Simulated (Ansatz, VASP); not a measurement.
## One calculation of ZnS3, two programs

```xyz
4
Lattice="4.8649 0.0000 0.0000 -2.4325 4.2131 0.0000 0.0000 0.0000 3.8858" Properties=species:S:1:pos:R:3 pbc="T T T"
Zn    0.0000    0.0000    1.9429
S     2.4325    0.0000    0.0000
S    -1.2162    2.1066    0.0000
S     1.2162    2.1066    0.0000
```

Alike in both runs: task relaxation of cell and atoms; functional PBE; k mesh 12 × 12 × 12; occupations gaussian, width 0.1 eV; no spin polarisation.

|  | VASP | Ansatz |
| --- | --- | --- |
| version | VASP 6.6.1 | Ansatz 0.2.0 |
| potentials or method | VASP PAW PBE potentials, release 64 (Zn, S), cutoff 600 eV | scalar-relativistic, plane waves, PAW |
| valence electrons in the cell | 30 | 30 |

```tsv
	VASP	Ansatz	Ansatz less VASP
gap on the k mesh at the Fermi level, each at its own relaxed structure (eV)	none	none	-
relaxed volume (Å³/atom)	19.36	19.37	+0.011
relaxed cell length with the largest relative difference (Å)	4.885	4.887	+0.0022
```

A gap of «none» marks a metal or a gap that the smearing closes.
